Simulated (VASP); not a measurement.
BN, 4 atoms in the cell. The structure is monoclinic, space group Cm (No. 8). The conventional cell has a = 4.424 Å, b = 2.554 Å, c = 4.227 Å, α = 90.00°, β = 90.00°, γ = 90.00°. B (site symmetry m) has 2 N at 1.34 Å within 1.8 Å. B (site symmetry m) has 4 N at 1.57 to 1.58 Å within 2.1 Å. Within 2.1 Å of N (site symmetry m) lie 4 B at 1.57 to 1.86 Å. Within 1.8 Å of N (site symmetry m) lie 3 B at 1.34 to 1.58 Å.  This cell differs from its parent crystal: atom 1 (B) moved by (+0.450, +0.225) A along y and z.

- Program: VASP 6.6.1
- Task: single point
- Functional: PBE
- Potentials or basis: VASP PAW PBE potentials, release 64 (B, N)
- Cutoff: 520 eV
- k mesh: 12 × 12 × 6
- Occupations: gaussian, width 0.05 eV
- Spin: no spin polarisation
- Dipole correction: no
- Further INCAR settings: ALGO = Normal; EDIFF = 1e-06; NBANDS = 16

Potentials or basis: VASP PAW PBE potentials, release 64 (B, N).

Run with:

```bash
$ cat potpaw_PBE.64/B/POTCAR potpaw_PBE.64/N/POTCAR > POTCAR
$ mpirun -np 1 vasp_std > vasp.out
```

Hardware: 1 thread of AMD EPYC 9R45 (Zen 5) (shared host).

Q: How long does it take, and how much memory?

A: Wall time 29 s on 1 thread of AMD EPYC 9R45 (Zen 5) (shared host), peak memory 0.16 GiB. Counts: scf iterations 13, k points 242.
